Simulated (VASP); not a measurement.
Input of a VASP 6.6.1 run:

File INCAR:

```
ALGO = Normal ; EDIFF = 1E-6
ENCUT = 520 ; GGA = PE
ISIF = 2 ; ISMEAR = 0
ISYM = 0 ; LASPH = True
LCHARG = True ; LELF = True
LREAL = False ; LVHAR = True
LWAVE = False ; NBANDS = 33
NELM = 60 ; PREC = Accurate
SIGMA = 0.1
```

KPOINTS

```
Automatic mesh
0
Gamma
  2 2 2
  0.45 0.51 0.74
```

File POSCAR:

```
In3Cu
1.0
    4.4827670000      0.0000000000      0.0000000000
    0.0000000000      4.4827670000      0.0000000000
    0.0000000000      0.0000000000      4.4827670000
In Cu
3 1
Direct
    0.0000000000      0.5000000000      0.5000000000
    0.5000000000      0.0000000000      0.5000000000
    0.5000000000      0.5000000000      0.0000000000
    0.0000000000      0.0000000000      0.0000000000
```

Potentials or basis: VASP PAW PBE potentials, release 64 (In_d, Cu).

The run is started by

```sh
$ cat potpaw_PBE.64/In_d/POTCAR potpaw_PBE.64/Cu/POTCAR > POTCAR
$ mpirun -np 1 vasp_std > vasp.out
```

(1) Estimate the band gap on the k mesh.

(2) Predict the pressure.

## Answers

(1) zero (band 25 reaches 7.96 eV, above the bottom of band 26 at 6.98 eV).

(2) -1.1 GPa.

Caveat: the k points lie up to 0.70 Å⁻¹ apart; spin-orbit coupling is left out, which moves the levels of the heavy elements.
